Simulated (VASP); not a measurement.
The system is InSb3.

```
Sb In
1.0
     4.77411    0.00000    0.00000
     0.00000    4.77411    0.00000
     0.00000    0.00000    4.77411
Sb In
3 1
Direct
  0.50000 0.50000 0.00000
  0.00000 0.50000 0.50000
  0.50000 0.00000 0.50000
  0.00000 0.00000 0.00000
```

Base run:

| Quantity | Value |
| --- | --- |
| Program | VASP 6.6.1 |
| Functional | r2SCAN |
| Potentials or basis | VASP PAW PBE potentials, release 64 (Sb, In_d) |
| Cutoff | 520 eV |
| k mesh | 6 × 6 × 6 |
| Occupations | fermi-dirac, width 0.05 eV |
| Spin | no spin polarisation |

Its results: band gap on the k mesh zero (band 14 reaches 11.83 eV, above the bottom of band 15 at 6.76 eV); pressure 0.5 GPa.

Problem. The run is repeated on the same cell with these changes: functional from r2SCAN to PBEsol; further incar settings from ALGO = Normal; EDIFF = 1e-06; NBANDS = 22 to ALGO = Normal; EDIFF = 1e-07; NBANDS = 22. What comes out?

Solution. Band gap on the k mesh zero (band 14 reaches 11.54 eV, above the bottom of band 15 at 6.80 eV); pressure -1.7 GPa.

Caveats: the PAW data sets were made with another functional, which shifts forces and pressure a little; spin-orbit coupling is left out, which moves the levels of the heavy elements.
